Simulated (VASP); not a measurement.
Set up this calculation in VASP 6.6.1, as the native input.

```
Task                   : single point
Functional             : LDA
Potentials or basis    : VASP PAW LDA potentials, release 64 (B)
Cutoff                 : 520 eV
k mesh                 : 17 × 17 × 17
Occupations            : fermi-dirac, width 0.136057 eV
Spin                   : no spin polarisation
Dipole correction      : no
Further INCAR settings : ALGO = Normal; EDIFF = 1e-07; NBANDS = 8
```

The structure of B lies in POSCAR:

```
B
1.0
    1.8680722124      0.0000000000      0.0000000000
    0.0000000000      1.8680722124      0.0000000000
    0.0000000000      0.0000000000      1.8680722124
B
1
Direct
    0.0000000000      0.0000000000      0.0000000000
```

One way to write it, as run:

INCAR

```
PREC = Accurate ; ENCUT = 520
EDIFF = 1E-7 ; ISMEAR = -1
SIGMA = 0.13605693000000002 ; LREAL = F
LASPH = T ; NELM = 100
ALGO = Normal ; ISIF = 2
LWAVE = F ; LCHARG = F
GGA = CA ; NBANDS = 8
```

KPOINTS

```
Automatic mesh
0
Gamma
  17 17 17
```

Potentials or basis: VASP PAW LDA potentials, release 64 (B).

Run with:

```bash
$ cat potpaw_LDA.64/B/POTCAR > POTCAR
$ mpirun -np 1 vasp_std > vasp.out
```

Results of the run:

The pressure is -0.7 GPa.

Run time: 5.3 s on 1 thread of Intel Xeon 8259CL, with other jobs on the host, peak memory 0.11 GiB.
